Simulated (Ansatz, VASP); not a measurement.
# One calculation of GaCo, two programs

```
Ga Co
1.0
     2.93965    0.00000    0.00000
     0.00000    2.93965    0.00000
     0.00000    0.00000    2.93965
Ga Co
1 1
Direct
  0.50000 0.50000 0.50000
  0.00000 0.00000 0.00000
```

Change from the starting cell: volume scaled by 1.06.

Alike in both runs: task single point; functional PBE; k mesh 11 × 11 × 11; occupations fermi-dirac, width 0.03 eV; collinear spin.

|  | VASP | Ansatz |
| --- | --- | --- |
| version | VASP 6.6.1 | Ansatz 0.2.0 |
| potentials or method | VASP PAW PBE potentials, release 64 (Ga_d, Co), cutoff 520 eV | all-electron LAPW, scalar-relativistic |

```tsv
	VASP	Ansatz	Ansatz less VASP
pressure (GPa)	-8.6	-8.7	-0.13
net moment per atom (μB)	0.13	0.14	+0.006
size of the moment on the site where the two differ most (μB)	0.31	0.33	+0.018
```

Site moments also hang on the region over which each program counts them. Ansatz ran all-electron here, and VASP with PAW potentials.
